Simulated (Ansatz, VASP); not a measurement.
**Li: VASP beside Ansatz**

```xyz
1
Lattice="0.0000 2.1613 2.1613 2.1613 0.0000 2.1613 2.1613 2.1613 0.0000" Properties=species:S:1:pos:R:3 pbc="T T T"
Li    0.0000    0.0000    0.0000
```

Alike in both runs: task relaxation of cell and atoms; functional PBE; k mesh 16 × 16 × 16; occupations fermi-dirac, width 0.08 eV; no spin polarisation.

|  | VASP | Ansatz |
| --- | --- | --- |
| version | VASP 6.6.1 | Ansatz 0.2.0 |
| potentials or method | VASP PAW PBE potentials, release 64 (Li_sv) | PAW with Ansatz's default frozen-core files, scalar-relativistic |
| plane-wave cutoff (eV) | 600 | 420 |
| valence electrons in the cell | 3 | 3 |

```tsv
	VASP	Ansatz	Ansatz less VASP
relaxed volume (Å³/atom)	20.07	20.19	+0.119
relaxed cell length with the largest relative difference (Å)	3.050	3.057	+0.0060
```

Noted on VASP's run: the cutoff is short for stress, so the pressure is rough.
